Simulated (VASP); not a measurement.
# Ni (P6_3/mmc) in VASP: further runs

The runs below take Ni through relaxation of cell and atoms, single point, with PBEsol, PBE.

Program: VASP 6.6.1. These are calculated values, not measurements. Logs are shortened: lines on timing, memory, paths and dates and some standing lists are left out, and cuts for length are marked.

## Step 1: The cell of the first run

Symmetry: P6_3/mmc, No. 194, hexagonal system. Conventional cell: a = 2.448 Å, b = 2.448 Å, c = 4.073 Å, α = 90.00°, β = 90.00°, γ = 120.00°. Ni (site symmetry -6m2) has 12 Ni at 2.45 to 2.48 Å within 3.2 Å.

This isn't the form of Ni at room conditions, which is fcc.

## Step 2: Relaxation of cell and atoms, PBEsol, collinear spin, ferromagnetic start, target pressure 20 GPa, at which the enthalpy is minimised

INCAR

```
SYSTEM = Ni
PREC     = Accurate       ! precision mode
ENCUT    = 600            ! plane-wave cutoff, eV
EDIFF    = 1E-7           ! SCF threshold, eV
ISMEAR   = -1             ! smearing method
SIGMA    = 0.05           ! smearing width, eV
LREAL    = .False.        ! projectors in reciprocal space
LASPH    = .True.         ! aspherical terms in the spheres
NELM     = 150            ! most SCF steps
ALGO     = Normal         ! electronic algorithm
ISIF     = 3              ! what is computed and relaxed
LWAVE    = .False.        ! write WAVECAR
LCHARG   = .False.        ! write CHGCAR
ISPIN    = 2              ! spin polarisation
MAGMOM   = 1 1            ! initial moments
LORBIT   = 11             ! projections on sites
LMAXMIX  = 4              ! l up to which the mixer works
GGA      = PS             ! functional
IBRION   = 2              ! ionic algorithm
NSW      = 80             ! ionic steps
EDIFFG   = -0.01          ! ionic threshold
PSTRESS  = 200.0
```

KPOINTS

```
regular mesh
0
Gamma
  12 12 7
  0 0 0
```

POSCAR

```
Ni
1.0
    2.4480228978      0.0000000000      0.0000000000
   -1.2240114489      2.1200500186      0.0000000000
    0.0000000000      0.0000000000      4.0728075700
Ni
2
Direct
    0.6666666667      0.3333333333      0.7500000000
    0.3333333333      0.6666666667      0.2500000000
```

Potentials or basis: VASP PAW PBE potentials, release 64 (Ni).

On the command line:

```
cat potpaw_PBE.64/Ni/POTCAR > POTCAR
mpirun -np 1 vasp_std > vasp.out
```

OUTCAR:

```text
SYSTEM = Ni
   PREC = Accurate
   ENCUT = 600
   EDIFF = 1E-7
   ISMEAR = -1
   LREAL = .False.
   LASPH = .True.
   NELM = 150
   ISIF = 3
   ISPIN = 2
   LORBIT = 11
   GGA = PS
   IBRION = 2
   NSW = 80
   EDIFFG = -0.01
   PSTRESS = 200.0

 ion  position               nearest neighbor table
   1  0.667  0.333  0.750-   2 2.48   2 2.48   2 2.48   2 2.48   2 2.48   2 2.48
   2  0.333  0.667  0.250-   1 2.48   1 2.48   1 2.48   1 2.48   1 2.48   1 2.48

  LATTYP: Found a hexagonal cell.
 ALAT       =     2.4480228978
 C/A-ratio  =     1.6637130207

  Lattice vectors:

 A1 = (   2.4480228978,   0.0000000000,   0.0000000000)
 A2 = (  -1.2240114489,   2.1200500186,   0.0000000000)
 A3 = (   0.0000000000,   0.0000000000,   4.0728075700)

Analysis of symmetry for initial positions (statically):
=====================================================================
 Subroutine PRICEL returns:
 Original cell was already a primitive cell.

 Routine SETGRP: Setting up the symmetry group for a
 hexagonal supercell.

 Subroutine GETGRP returns: Found 24 space group operations
 (whereof 12 operations were pure point group operations)
 out of a pool of 24 trial point group operations.

The static configuration has the point symmetry D_3d.
 The point group associated with its full space group is D_6h.

Analysis of symmetry for dynamics (positions and initial velocities):
=====================================================================
 Subroutine PRICEL returns:
 Original cell was already a primitive cell.

 Routine SETGRP: Setting up the symmetry group for a
 hexagonal supercell.

 Subroutine GETGRP returns: Found 24 space group operations
 (whereof 12 operations were pure point group operations)
 out of a pool of 24 trial point group operations.

The dynamic configuration has the point symmetry D_3d.
 The point group associated with its full space group is D_6h.

Analysis of structural, dynamic, and magnetic symmetry:
=====================================================================
 Subroutine PRICEL returns:
 Original cell was already a primitive cell.

 Routine SETGRP: Setting up the symmetry group for a
 hexagonal supercell.

 Subroutine GETGRP returns: Found 24 space group operations
 (whereof 12 operations were pure point group operations)
 out of a pool of 24 trial point group operations.

The overall configuration has the point symmetry D_3d.
 The point group associated with its full space group is D_6h.

 Subroutine INISYM returns: Found 24 space group operations
 (whereof 12 operations are pure point group operations),
 and found     1 'primitive' translations

[... 102 lines left out ...]
   POTIM  = 0.5000    time-step for ionic-motion
   TEBEG  =    0.0;   TEEND  =   0.0 temperature during run
   PSTRESS=  200.0 pullay stress
   NELECT =      20.0000    total number of electrons
   NUPDOWN=      -1.0000    fix difference up-down
   EMIN   =  10.00;   EMAX   =-10.00  energy-range for DOS
   EFERMI =   0.00;   METHOD = LEGACY
   ISMEAR =    -1;   SIGMA  =   0.05  broadening in eV -4-tet -1-fermi 0-gaus
   EFERMI_NEDOS =   21; number of points for ismear=-14 and -15
   IALGO  =     38    algorithm
   IMIX   =      4    mixing-type and parameters
     AMIX     =   0.40;   BMIX     =  1.00
     AMIX_MAG =   1.60;   BMIX_MAG =  1.00
  volume/ion in A,a.u.               =      10.57        71.32
  Fermi-wavevector in a.u.,A,eV,Ry     =   1.607187  3.037143 35.144518  2.583049
  Thomas-Fermi vector in A             =   2.703255
   LORBIT       =     11    0 simple, 1 ext, 2 COOP (PROOUT), +10 PAW based schemes
   GGA     = PS    functional components
   LHFCALC =     F    Hartree Fock is set to
   AEXX    =    0.0000 exact exchange contribution
   IVDW    =     0    specifies the selected vdW correction
   LEPSILON=     F    determine dielectric tensor
   LRPA    =     F    only Hartree local field effects (RPA)
 conjugate gradient relaxation of ions
 spin polarized calculation
  energy-cutoff  :      600.00
  volume of cell :       21.14
 maximum number of plane-waves:       722
 NGX is ok and might be reduce to    20
   NGX =  9   NGY =  9   NGZ = 17

--------------------------------------- Ionic step        1  -------------------------------------------

 number of electron      20.0000004 magnetization       1.2702045

 Free energy of the ion-electron system (eV)
  ---------------------------------------------------
  ext. energy  EPLUGINS =         0.00000000
  ---------------------------------------------------
  free energy    TOTEN  =       -12.22582604 eV

  energy without entropy =      -12.19056557  energy(sigma->0) =      -12.20819581

 E-fermi :   9.6248     XC(G=0): -13.6071

 val. band max:        9.6192972320   @ k =   0.0000   0.0000   0.0000
 cond. band min:       9.6257714033   @ k =   0.0833   0.0000   0.1429
 fundamental gap:      0.0064741713
 Fermi energy:         9.6248044065

 spin component 1

 k-point     1 :       0.0000    0.0000    0.0000
  band No.  band energies     occupation
      1       0.3379      1.00000
      2       4.5717      1.00000
      3       7.0393      1.00000
      4       7.1998      1.00000
      5       7.1998      1.00000
      6       7.4646      1.00000
      7       7.4646      1.00000
      8       7.9758      1.00000
      9       7.9758      1.00000
     10       8.9117      1.00000
     11       8.9117      1.00000
     12       9.0170      0.99999
[... 1156 lines left out ...]
--------------------------------------- Ionic step        9  -------------------------------------------

 number of electron      20.0000001 magnetization       1.1902809

 Free energy of the ion-electron system (eV)
  ---------------------------------------------------
  ext. energy  EPLUGINS =         0.00000000
  ---------------------------------------------------
  free energy    TOTEN  =       -12.14477503 eV

  energy without entropy =      -12.11142686  energy(sigma->0) =      -12.12810094

 E-fermi :  10.9940     XC(G=0): -14.1528

 val. band max:       10.9930606819   @ k =   0.4167  -0.0000   0.0000
 cond. band min:      10.9964815392   @ k =   0.3333   0.2500   0.4286
 fundamental gap:      0.0034208574
 Fermi energy:        10.9940368722

 spin component 1

 k-point     1 :       0.0000    0.0000    0.0000
  band No.  band energies     occupation
      1       1.0489      1.00000
      2       5.4403      1.00000
      3       8.2428      1.00000
      4       8.3476      1.00000
      5       8.3476      1.00000
      6       8.6738      1.00000
      7       8.6738      1.00000
      8       9.1591      1.00000
      9       9.1591      1.00000
     10      10.2922      1.00000
     11      10.2922      1.00000
     12      10.3622      1.00000
[... 886 lines left out ...]
  energy  without entropy=      -12.1114268608  energy(sigma->0) =      -12.12810094

  enthalpy is  TOTEN    =        -9.7319700453 eV   P V=        2.4128049801

 reached required accuracy - stopping structural energy minimisation

 total charge

# of ion       s       p       d       tot
------------------------------------------
    1        0.554   0.619   8.382   9.554
    2        0.554   0.619   8.382   9.554
--------------------------------------------------
tot          1.108   1.237  16.763  19.108

 magnetization (x)

# of ion       s       p       d       tot
------------------------------------------
    1       -0.005  -0.024   0.624   0.595
    2       -0.005  -0.024   0.624   0.595
--------------------------------------------------
tot         -0.010  -0.048   1.247   1.189
```

Run time: 2.5 min. Hardware: 1 thread of Intel Xeon 6975P-C (Granite Rapids), shared host; peak memory 0.19 GiB.

Results:

```yaml
Free_energy: -12.1448 eV
Relaxed_volume: 9.66 Å³/atom
Relaxed_cell: a = 2.388 Å, b = 2.388 Å, c = 3.914 Å, α = 90.00°, β = 90.00°, γ = 120.00°
Space_group_after_relaxing_to_0.1_Å: P6_3/mmc (No. 194)
Energy_change_on_relaxing_the_run_minimises_the_enthalpy: +40.5 meV/atom
Ionic_steps: 9
Pressure_after_relaxing: 20.0 GPa
Net_moment: 1.19 μB per cell
Site_moments: Ni +0.59 μB
Valence_electrons_inside_the_program's_atomic_spheres: Ni 9.55
```

Step by step:
```csv
step,energy change (eV),largest force (eV/Å),pressure (GPa),volume (Å³)
1,0.0000,0.0000,-3.20,21.14
2,0.8234,0.0000,81.27,16.79
3,0.0751,0.0000,19.01,19.39
4,0.0818,0.0000,19.92,19.33
5,0.0861,0.0000,20.50,19.30
6,0.0846,0.0000,20.46,19.30
7,0.0845,0.0000,20.45,19.30
8,0.0758,0.0000,19.32,19.37
9,0.0811,0.0000,20.01,19.33
```

Final structure:
```xyz
2
Lattice="2.3881 0.0000 0.0000 -1.1941 2.0682 0.0000 0.0000 0.0000 3.9135" Properties=species:S:1:pos:R:3 pbc="T T T"
Ni    1.1941    0.6894    2.9351
Ni    0.0000    1.3788    0.9784
```

Levels at points of the mesh, in eV from the Fermi level:
Spin up:
| k point | band 8 | band 9 | band 10 | band 11 | band 12 | band 13 | band 14 | band 15 |
| --- | --- | --- | --- | --- | --- | --- | --- | --- |
| (0.00, 0.00, 0.00) | -1.83 | -1.83 | -0.70 | -0.70 | -0.63 | 6.49 | 23.58 | 26.77 |
| (0.50, 0.00, 0.00) | -0.57 | -0.48 | -0.42 | 1.33 | 3.46 | 10.07 | 10.79 | 13.34 |
Spin down:
| k point | band 6 | band 7 | band 8 | band 9 | band 10 | band 11 | band 12 | band 13 | band 14 | band 15 |
| --- | --- | --- | --- | --- | --- | --- | --- | --- | --- | --- |
| (0.00, 0.00, 0.00) | -1.67 | -1.67 | -1.20 | -1.20 | -0.65 | -0.02 | -0.02 | 6.88 | 23.50 | 26.70 |
| (0.50, 0.00, 0.00) | -2.08 | -1.66 | 0.15 | 0.21 | 0.31 | 1.80 | 3.84 | 10.22 | 10.93 | 13.55 |

Caveat: the cell is relaxed towards a set pressure, so the run minimises the enthalpy, not the energy; the PAW data sets were made with another functional, which shifts forces and pressure a little.

## Step 3: Relaxation of cell and atoms, PBEsol, collinear spin, ferromagnetic start, target pressure 30 GPa, at which the enthalpy is minimised

INCAR

```
SYSTEM = Ni
PREC = Accurate ; ENCUT = 600
EDIFF = 1E-6 ; ISMEAR = -1
SIGMA = 0.05 ; LREAL = .FALSE.
LASPH = .TRUE. ; NELM = 150
ALGO = Normal ; ISIF = 3
LWAVE = .FALSE. ; LCHARG = .FALSE.
ISPIN = 2 ; MAGMOM = 1 1
LORBIT = 11 ; LMAXMIX = 4
GGA = PS ; IBRION = 2
NSW = 80 ; EDIFFG = -0.01
PSTRESS = 300.0
```

KPOINTS

```
regular mesh
0
G
  12 12 7
  0 0 0
```

POSCAR is that of step 2.

Potentials or basis: VASP PAW PBE potentials, release 64 (Ni).

On the command line:

```
cat potpaw_PBE.64/Ni/POTCAR > POTCAR
mpirun -np 1 vasp_std > vasp.out
```

Run time: 2.2 min. Hardware: 1 thread of Intel Xeon 6975P-C (Granite Rapids), shared host; peak memory 0.19 GiB.

The run converged. Its results:

```
Free energy                                                : -12.0576 eV
Relaxed volume                                             : 9.38 Å³/atom
Relaxed cell                                               : a = 2.364 Å, b = 2.364 Å, c = 3.877 Å, α = 90.00°, β = 90.00°, γ = 120.00°
Space group after relaxing (to 0.1 Å)                      : P6_3/mmc (No. 194)
Energy change on relaxing (the run minimises the enthalpy) : +84.1 meV/atom
Ionic steps                                                : 10
Pressure after relaxing                                    : 30.0 GPa
Net moment                                                 : 1.15 μB per cell
Site moments                                               : Ni +0.57 μB
Valence electrons inside the program's atomic spheres      : Ni 9.62
```

Stress tensor (GPa, compression positive):
```
29.99  0.00  0.00
 0.00 29.99  0.00
 0.00  0.00 30.08
```

The path:
| step | energy change (eV) | largest force (eV/Å) | pressure (GPa) | volume (Å³) |
| --- | --- | --- | --- | --- |
| 1 | 0.0000 | 0.0000 | -3.24 | 21.14 |
| 2 | 2.0348 | 0.0000 | 156.52 | 15.11 |
| 3 | 0.1444 | 0.0000 | 27.24 | 18.91 |
| 4 | 0.1641 | 0.0000 | 29.51 | 18.80 |
| 5 | 0.1724 | 0.0000 | 30.29 | 18.75 |
| 6 | 0.1708 | 0.0000 | 30.20 | 18.75 |
| 7 | 0.1708 | 0.0000 | 30.31 | 18.75 |
| 8 | 0.1708 | 0.0000 | 30.27 | 18.75 |
| 9 | 0.1635 | 0.0000 | 29.48 | 18.79 |
| 10 | 0.1682 | 0.0000 | 30.02 | 18.77 |

Final structure:
```yaml
crystal:
  lattice:
    - [2.36432, 0.00000, 0.00000]
    - [-1.18216, 2.04756, 0.00000]
    - [0.00000, 0.00000, 3.87658]
  atoms:
    - { symbol: Ni, position: [0.66667, 0.33333, 0.75000] }
    - { symbol: Ni, position: [0.33333, 0.66667, 0.25000] }
```

Levels at points of the mesh, in eV from the Fermi level:
Spin up:
| k point | band 8 | band 9 | band 10 | band 11 | band 12 | band 13 | band 14 | band 15 |
| --- | --- | --- | --- | --- | --- | --- | --- | --- |
| (0.00, 0.00, 0.00) | -1.87 | -1.87 | -0.69 | -0.69 | -0.69 | 6.73 | 23.83 | 27.07 |
| (0.50, 0.00, 0.00) | -0.54 | -0.46 | -0.39 | 1.39 | 3.60 | 10.28 | 11.05 | 13.60 |
Spin down:
```csv
k point,band 6,band 7,band 8,band 9,band 10,band 11,band 12,band 13,band 14,band 15
"(0.00, 0.00, 0.00)",-1.76,-1.76,-1.25,-1.25,-0.71,-0.03,-0.03,7.12,23.76,27.01
"(0.50, 0.00, 0.00)",-2.18,-1.74,0.15,0.21,0.32,1.85,3.96,10.43,11.19,13.81
```

Caveat: the cell is relaxed towards a set pressure, so the run minimises the enthalpy, not the energy; the PAW data sets were made with another functional, which shifts forces and pressure a little.

## Step 4: Single point, PBE, collinear spin, ferromagnetic start

INCAR

```
  ALGO = Normal
  EDIFF = 1E-6
  ENCUT = 690
  GGA = PE
  GGA_COMPAT = F
  ISIF = 2
  ISMEAR = 0
  ISPIN = 2
  LASPH = T
  LCHARG = F
  LMAXMIX = 4
  LORBIT = 11
  LREAL = F
  LWAVE = F
  MAGMOM = 1 1
  NBANDS = 29
  NELM = 200
  PREC = Accurate
  SIGMA = 0.018000000000000002
```

KPOINTS

```
k-points
0
Gamma
  12 12 7
```

POSCAR is that of step 3.

Potentials or basis: VASP PAW PBE potentials, release 64 (Ni_sv_GW).

On the command line:

```
cat potpaw_PBE.64/Ni_sv_GW/POTCAR > POTCAR
mpirun -np 1 vasp_std > vasp.out
```

It took 64 s on 1 thread of Intel Xeon 6975P-C (Granite Rapids), shared host; peak memory 0.25 GiB.

It converged, with:

```yaml
Free_energy: -12.7707 eV
Pressure: 6.2 GPa
Net_moment: 1.34 μB per cell
Site_moments: Ni +0.71 μB
Valence_electrons_inside_the_program's_atomic_spheres: Ni 16.37
```

Stress tensor (GPa, compression positive):
```
7.50 0.00 0.00
0.00 7.50 0.00
0.00 0.00 3.72
```

Levels at points of the mesh, in eV from the Fermi level:
Spin up:
| k point | band 15 | band 16 | band 17 | band 18 | band 19 | band 20 | band 21 | band 22 | band 23 | band 24 |
| --- | --- | --- | --- | --- | --- | --- | --- | --- | --- | --- |
| (0.00, 0.00, 0.00) | -2.23 | -1.70 | -1.70 | -0.76 | -0.76 | -0.68 | 5.49 | 22.81 | 25.06 | 25.11 |
| (0.50, 0.00, 0.00) | -2.22 | -0.65 | -0.60 | -0.53 | 1.14 | 3.09 | 9.31 | 9.85 | 12.42 | 13.39 |
Spin down:
```tsv
k point	band 13	band 14	band 15	band 16	band 17	band 18	band 19	band 20	band 21	band 22
(0.00, 0.00, 0.00)	-1.76	-1.47	-1.47	-1.01	-1.01	-0.73	-0.02	-0.02	5.96	22.67
(0.50, 0.00, 0.00)	-1.89	-1.83	-1.48	0.15	0.20	0.32	1.67	3.51	9.44	9.98
```

Caveat: the cell stands under pressure.

## Step 5: Summary

| task | level | potentials or basis | cell | cutoff (eV) | smearing | gap on the mesh (eV) | pressure (GPa) | moment (μB) |
| --- | --- | --- | --- | --- | --- | --- | --- | --- |
| relaxation of cell and atoms | PBEsol | VASP PAW PBE potentials, release 64 (Ni) | relaxed to 20 GPa | 600 | fermi-dirac 0.05 eV | none | 20.0 | 1.19 |
| relaxation of cell and atoms | PBEsol | VASP PAW PBE potentials, release 64 (Ni) | relaxed to 30 GPa | 600 | fermi-dirac 0.05 eV | none | 30.0 | 1.15 |
| single point | PBE | VASP PAW PBE potentials, release 64 (Ni_sv_GW) | as given | 690 | gaussian 0.018 eV | none | 6.2 | 1.34 |

Alike in all rows: spin collinear, ferromagnetic start; k mesh 12 × 12 × 7.

Caveats: the cell is relaxed towards a set pressure, so the run minimises the enthalpy, not the energy (at least some runs); the PAW data sets were made with another functional, which shifts forces and pressure a little (at least some runs); the cell stands under pressure (at least some runs).

Total energies depend on the potentials used, so only differences within one code and one set of settings carry meaning.
